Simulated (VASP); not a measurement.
# KI (I4mm) in VASP: notebook

Runs on KI. Level: PBE. Tasks: single point.

Program: VASP 6.6.1. These are calculated values, not measurements. Logs are shortened: lines on timing, memory, paths and dates and some standing lists are left out, and cuts for length are marked.

**1. The cell of the first run**

The structure is tetragonal, space group I4mm (No. 107). Conventional cell: a = 5.141 Å, b = 5.141 Å, c = 7.175 Å, α = 90.00°, β = 90.00°, γ = 90.00°. Within 3.8 Å of K (site symmetry 4mm) lie 5 I at 2.92 to 3.70 Å. Within 3.8 Å of I (site symmetry 4mm) lie 5 K at 2.92 to 3.70 Å.

**2. Single point, PBE**

Contents of INCAR:

```
ALGO     = Normal         # electronic algorithm
EDIFF    = 1E-7           # SCF threshold, eV
ENCUT    = 520            # plane-wave cutoff, eV
GGA      = PE             # functional
ISIF     = 2              # what is computed and relaxed
ISMEAR   = 0              # smearing method
LASPH    = T              # aspherical terms in the spheres
LCHARG   = T              # write CHGCAR
LELF     = T              # ELF
LREAL    = F              # projectors in reciprocal space
LVHAR    = T            
LWAVE    = F              # write WAVECAR
NBANDS   = 15             # bands
NELM     = 100            # most SCF steps
PREC     = Accurate       # precision mode
SIGMA    = 0.05           # smearing width, eV
```

Contents of KPOINTS:

```
k-points
0
Gamma
  6 6 6
```

Contents of POSCAR:

```
KI
1.0
    0.0000000000      3.6350372992      3.5873258652
    3.6350372992      0.0000000000      3.5873258652
    3.6350372992      3.6350372992      0.0000000000
K I
1 1
Direct
   -0.0711393416     -0.0711393416      0.0711393416
    0.5219174889      0.5219174889      0.4780825111
```

Potentials or basis: VASP PAW PBE potentials, release 64 (K_sv, I).

The run is started by

```bash
cat potpaw_PBE.64/K_sv/POTCAR potpaw_PBE.64/I/POTCAR > POTCAR
mpirun -np 1 vasp_std > vasp.out
```

OUTCAR:

```text
EDIFF = 1E-7
   ENCUT = 520
   GGA = PE
   ISIF = 2
   ISMEAR = 0
   LASPH = T
   LREAL = F
   NELM = 100
   PREC = Accurate

 ion  position               nearest neighbor table
   1  0.929  0.929  0.071-   2 2.92
   2  0.522  0.522  0.478-   1 2.92

  LATTYP: Found a body centered tetragonal cell.
 ALAT       =     5.1407190483
 C/A-ratio  =     1.3956513988

  Lattice vectors:

 A1 = (   0.0000000000,  -3.6350372992,  -3.5873258652)
 A2 = (   0.0000000000,   3.6350372992,  -3.5873258652)
 A3 = (   3.6350372992,   0.0000000000,   3.5873258652)

Analysis of symmetry for initial positions (statically):
=====================================================================
 Subroutine PRICEL returns:
 Original cell was already a primitive cell.

 Routine SETGRP: Setting up the symmetry group for a
 body centered tetragonal supercell.

 Subroutine GETGRP returns: Found  8 space group operations
 (whereof  8 operations were pure point group operations)
 out of a pool of 16 trial point group operations.

The static configuration has the point symmetry C_4v.

Analysis of symmetry for dynamics (positions and initial velocities):
=====================================================================
 Subroutine PRICEL returns:
 Original cell was already a primitive cell.

 Routine SETGRP: Setting up the symmetry group for a
 body centered tetragonal supercell.

 Subroutine GETGRP returns: Found  8 space group operations
 (whereof  8 operations were pure point group operations)
 out of a pool of 16 trial point group operations.

The dynamic configuration has the point symmetry C_4v.

 Subroutine INISYM returns: Found  8 space group operations
 (whereof  8 operations are pure point group operations),
 and found     1 'primitive' translations

----------------------------------------------------------------------------------------

                                     Primitive cell

  volume of cell :      94.8022

  direct lattice vectors                    reciprocal lattice vectors
     0.000000000  3.635037299  3.587325865    -0.137550170  0.137550170  0.139379588
     3.635037299  0.000000000  3.587325865     0.137550170 -0.137550170  0.139379588
     3.635037299  3.635037299  0.000000000     0.137550170  0.137550170 -0.139379588

  length of vectors
     5.107093403  5.107093403  5.140719048     0.239304760  0.239304760  0.239304760

  position of ions in fractional coordinates (direct lattice)
     0.928860658  0.928860658  0.071139342
     0.521917489  0.521917489  0.478082511

  ion indices of the primitive-cell ions
   primitive index   ion index
                 1           1
                 2           2

----------------------------------------------------------------------------------------

 KPOINTS: k-points

Automatic generation of k-mesh.
 Grid dimensions read from file:
 generate k-points for:    6    6    6

 Generating k-lattice:

  Cartesian coordinates                     Fractional coordinates (reciprocal lattice)
    -0.022925028  0.022925028  0.023229931     0.166666667 -0.000000000  0.000000000
     0.022925028 -0.022925028  0.023229931    -0.000000000  0.166666667  0.000000000
     0.022925028  0.022925028 -0.023229931     0.000000000  0.000000000  0.166666667

  Length of vectors
     0.039884127  0.039884127  0.039884127

  Shift w.r.t. Gamma in fractional coordinates (k-lattice)
     0.000000000  0.000000000  0.000000000

 Subroutine IBZKPT returns following result:
 ===========================================

 Found     30 irreducible k-points:

 Following reciprocal coordinates:
            Coordinates               Weight
  0.000000  0.000000  0.000000      1.000000
  0.166667 -0.000000  0.000000      8.000000
  0.333333  0.000000  0.000000      8.000000
  0.500000  0.000000  0.000000      4.000000
  0.166667  0.166667  0.000000      2.000000
  0.333333  0.166667  0.000000      8.000000
[... 16 lines left out ...]
  0.333333  0.000000  0.333333      4.000000
  0.500000  0.000000  0.333333     16.000000
 [... further k-points ...]
   k-points           NKPTS =     30   k-points in BZ     NKDIM =     30   number of bands    NBANDS=     15
   number of dos      NEDOS =    301   number of ions     NIONS =      2
   total plane-waves  NPLWV =  64000
   dimension x,y,z NGX =    40 NGY =   40 NGZ =   40
   dimension x,y,z NGXF=    80 NGYF=   80 NGZF=   80
   ions per type =               1   1
   NGX,Y,Z   is equivalent  to a cutoff of  13.02, 13.02, 12.94 a.u.
   NGXF,Y,Z  is equivalent  to a cutoff of  26.04, 26.04, 25.87 a.u.
 SYSTEM =  unknown system
   PREC   = accura    normal or accurate (medium, high low for compatibility)
   ISTART =      0    job   : 0-new  1-cont  2-samecut
   ICHARG =      2    charge: 1-file 2-atom 10-const
   ISPIN  =      1    spin polarized calculation?
   LNONCOLLINEAR =      F non collinear calculations
   LSORBIT =      F    spin-orbit coupling
   LASPH  =      T    aspherical Exc in radial PAW
   ENCUT  =  520.0 eV  38.22 Ry    6.18 a.u.   9.50  9.50  9.56*2*pi/ulx,y,z
   NELM   =    100;   NELMIN=  2; NELMDL= -5     # of ELM steps
   EDIFF  = 0.1E-06   stopping-criterion for ELM
   LREAL  =      F    real-space projection
   EDIFFG = 0.1E-05   stopping-criterion for IOM
   NSW    =      0    number of steps for IOM
   IBRION =     -1    ionic relax: 0-MD 1-quasi-New 2-CG
   NFREE  =      0    steps in history (QN), initial steepest desc. (CG)
   ISIF   =      2    stress and relaxation
   ISYM   =      2    0-nonsym 1-usesym 2-fastsym
   POTIM  = 0.5000    time-step for ionic-motion
   TEBEG  =    0.0;   TEEND  =   0.0 temperature during run
   PSTRESS=    0.0 pullay stress
   NELECT =      16.0000    total number of electrons
   NUPDOWN=      -1.0000    fix difference up-down
   EMIN   =  10.00;   EMAX   =-10.00  energy-range for DOS
   EFERMI =   0.00;   METHOD = LEGACY
   ISMEAR =     0;   SIGMA  =   0.05  broadening in eV -4-tet -1-fermi 0-gaus
   EFERMI_NEDOS =   21; number of points for ismear=-14 and -15
   IALGO  =     38    algorithm
   IMIX   =      4    mixing-type and parameters
     AMIX     =   0.40;   BMIX     =  1.00
     AMIX_MAG =   1.60;   BMIX_MAG =  1.00
  volume/ion in A,a.u.               =      47.40       319.88
  Fermi-wavevector in a.u.,A,eV,Ry     =   0.904708  1.709651 11.136332  0.818497
  Thomas-Fermi vector in A             =   2.028188
   LORBIT       =      0    0 simple, 1 ext, 2 COOP (PROOUT), +10 PAW based schemes
   GGA     = PE    functional components
   LHFCALC =     F    Hartree Fock is set to
   AEXX    =    0.0000 exact exchange contribution
   IVDW    =     0    specifies the selected vdW correction
   LEPSILON=     F    determine dielectric tensor
   LRPA    =     F    only Hartree local field effects (RPA)
 non-spin polarized calculation
 Gauss-broadening in eV      SIGMA  =   0.05
  energy-cutoff  :      520.00
  volume of cell :       94.80
 maximum number of plane-waves:      2613
 NGX is ok and might be reduce to    40
   NGX = 19   NGY = 19   NGZ = 19

 number of electron      16.0000000 magnetization

 Free energy of the ion-electron system (eV)
  ---------------------------------------------------
  ext. energy  EPLUGINS =         0.00000000
  ---------------------------------------------------
  free energy    TOTEN  =        -5.22658843 eV

  energy without entropy =       -5.22658843  energy(sigma->0) =       -5.22658843

 E-fermi :  -0.5737     XC(G=0):  -6.8474

 val. band max:       -0.8386706928   @ k =   0.0000   0.0000   0.0000
 cond. band min:       3.0225438722   @ k =   0.0000   0.0000   0.0000
 fundamental gap:      3.8612145650
 Fermi energy:        -0.5737422367

 k-point     1 :       0.0000    0.0000    0.0000
  band No.  band energies     occupation
      1     -29.3225      2.00000
      2     -12.9742      2.00000
      3     -12.8071      2.00000
      4     -12.8071      2.00000
      5     -11.1154      2.00000
      6      -0.8718      2.00000
      7      -0.8718      2.00000
      8      -0.8387      2.00000
      9       3.0225      0.00000
     10       5.9637      0.00000
     11       5.9637      0.00000
     12       5.9844      0.00000
     13       6.4857      0.00000
     14       7.0572      0.00000
     15       8.4140      0.00000

 k-point     2 :       0.1667   -0.0000    0.0000
  band No.  band energies     occupation
      1     -29.3221      2.00000
      2     -12.9942      2.00000
      3     -12.8159      2.00000
      4     -12.8084      2.00000
      5     -11.0635      2.00000
      6      -1.1976      2.00000
      7      -0.9221      2.00000
      8      -0.8881      2.00000
      9       3.5799      0.00000
     10       5.6623      0.00000
     11       6.0153      0.00000
     12       6.1759      0.00000
     13       6.9347      0.00000
     14       7.4824      0.00000
     15       9.1497      0.00000

 k-point     3 :       0.3333    0.0000    0.0000
  band No.  band energies     occupation
      1     -29.3213      2.00000
      2     -13.0359      2.00000
      3     -12.8278      2.00000
      4     -12.8108      2.00000
      5     -10.9626      2.00000
      6      -1.7098      2.00000
      7      -1.0191      2.00000
      8      -0.9804      2.00000
      9       4.3894      0.00000
     10       5.8999      0.00000
     11       6.4148      0.00000
     12       6.5989      0.00000
     13       7.7087      0.00000
     14       8.2320      0.00000
     15       8.4907      0.00000
[... 343 lines left out ...]
 k-point    23 :       0.3333    0.0000    0.3333
  band No.  band energies     occupation
      1     -29.3210      2.00000
      2     -13.0077      2.00000
      3     -12.8375      2.00000
      4     -12.8154      2.00000
      5     -10.9909      2.00000
      6      -1.6005      2.00000
      7      -1.1371      2.00000
      8      -1.0224      2.00000
      9       4.7108      0.00000
     10       4.7790      0.00000
     11       6.5124      0.00000
     12       7.2281      0.00000
     13       7.9282      0.00000
     14       7.9705      0.00000
     15       8.7270      0.00000

 k-point    24 :       0.5000    0.0000    0.3333
  band No.  band energies     occupation
      1     -29.3206      2.00000
      2     -13.0207      2.00000
      3     -12.8391      2.00000
      4     -12.8196      2.00000
      5     -10.9593      2.00000
      6      -1.6415      2.00000
      7      -1.2784      2.00000
      8      -1.0986      2.00000
      9       4.7714      0.00000
     10       5.1886      0.00000
     11       6.7676      0.00000
     12       7.4027      0.00000
     13       7.8544      0.00000
     14       8.2572      0.00000
     15       8.6363      0.00000

 [... further k-points ...]
[... 5 lines left out ...]
  --------------------------------------------------------------------------------------
  -------------------------------------------------------------------------------------
  Total       -0.2907257     -0.2907257      3.7551432      0.0000000      0.0000000      0.0000000
  in kB       -4.9133250     -4.9133250     63.4626963      0.0000000      0.0000000      0.0000000
  external PRESSURE =      17.8786821 kB  Pullay stress =       0.0000000 kB

 VOLUME and BASIS-vectors are now :
 -----------------------------------------------------------------------------
  energy-cutoff  :      520.00
  volume of cell :       94.80
      direct lattice vectors                 reciprocal lattice vectors
     0.000000000  3.635037299  3.587325865    -0.137550170  0.137550170  0.139379588
     3.635037299  0.000000000  3.587325865     0.137550170 -0.137550170  0.139379588
     3.635037299  3.635037299  0.000000000     0.137550170  0.137550170 -0.139379588

 POSITION                                       TOTAL-FORCE (eV/Angst)
 -----------------------------------------------------------------------------------
      3.63504      3.63504      6.66425         0.000000      0.000000      1.467541
      3.63504      3.63504      3.74458         0.000000      0.000000     -1.467541
 -----------------------------------------------------------------------------------
    total drift:                                0.000000      0.000000      0.000131

  FREE ENERGIE OF THE ION-ELECTRON SYSTEM (eV)
  ---------------------------------------------------
  free  energy   TOTEN  =        -5.2265884278 eV

  energy  without entropy=       -5.2265884278  energy(sigma->0) =       -5.22658843
```

It took 47 s on 1 thread of Intel Xeon Platinum 8259CL at 2.50GHz (Skylake/Cascade Lake), shared host; peak memory 0.25 GiB.

Results:

```yaml
Free_energy: -5.2266 eV
Pressure: 1.8 GPa
Largest_force: 1.468 eV/Å
Band_gap_on_the_k_mesh: 3.86 eV, direct
```

Forces in eV/Å, atoms in the order of the input:
```
K    0.000  0.000  1.468
I    0.000  0.000 -1.468
```

Caveat: spin-orbit coupling is left out, which moves the levels of the heavy elements; forces of over 1 eV/Å act on the atoms, so gaps and moduli don't describe the material at rest. Expect the measured gap to be larger: semilocal functionals such as PBE lack the derivative discontinuity.

**3. Single point, PBE**

This run uses another cell than the first one, of 48.66 Å³/atom, 1.027 times its volume.

Contents of INCAR:

```
SYSTEM = KI
PREC = Accurate
ENCUT = 520
EDIFF = 1E-6
ISMEAR = 0
SIGMA = 0.05
LREAL = .FALSE.
LASPH = .TRUE.
NELM = 80
ALGO = Normal
ISIF = 2
LWAVE = .FALSE.
LCHARG = .FALSE.
GGA = PE
NBANDS = 15
```

Contents of KPOINTS:

```
regular mesh
0
G
  6 6 6
  0 0 0
```

Contents of POSCAR:

```
KI
1.0
    0.0000000000      3.6831074658      3.5873258652
    3.6831074658      0.0000000000      3.5873258652
    3.6831074658      3.6831074658      0.0000000000
K I
1 1
Direct
   -0.0177848354     -0.0177848354      0.0177848354
    0.5054793722      0.5054793722      0.4945206278
```

Potentials or basis: VASP PAW PBE potentials, release 64 (K_sv, I).

The run is started by

```bash
cat potpaw_PBE.64/K_sv/POTCAR potpaw_PBE.64/I/POTCAR > POTCAR
mpirun -np 1 vasp_std > vasp.out
```

Wall time 39 s (1 thread of Intel Xeon Platinum 8259CL at 2.50GHz (Skylake/Cascade Lake), shared host); peak memory 0.25 GiB.

The run converged. Its results:

```yaml
Free_energy: -5.5436 eV
Pressure: -0.3 GPa
Largest_force: 0.163 eV/Å
Band_gap_on_the_k_mesh: 3.75 eV, direct
```

Forces on the atoms (eV/Å):
```
K    0.000  0.000  0.163
I    0.000  0.000 -0.163
```

Stress tensor (GPa, compression positive):
```
-0.58  0.00  0.00
 0.00 -0.58  0.00
 0.00  0.00  0.17
```

Levels at points of the mesh, in eV from the valence-band top:
```
           k point  band 6  band 7  band 8  band 9  band 10  band 11
(0.00, 0.00, 0.00)   -0.01    0.00    0.00    3.75     6.49     6.49
(0.50, 0.00, 0.00)   -1.11   -0.26   -0.26    5.41     7.36     7.83
(0.50, 0.50, 0.00)   -0.83   -0.33   -0.33    5.06     5.56     8.01
(0.50, 0.00, 0.50)   -0.85   -0.32   -0.29    5.10     5.54     7.97
```

Caveat: spin-orbit coupling is left out, which moves the levels of the heavy elements. PBE gaps usually lie below the measured ones, often by a third to a half.
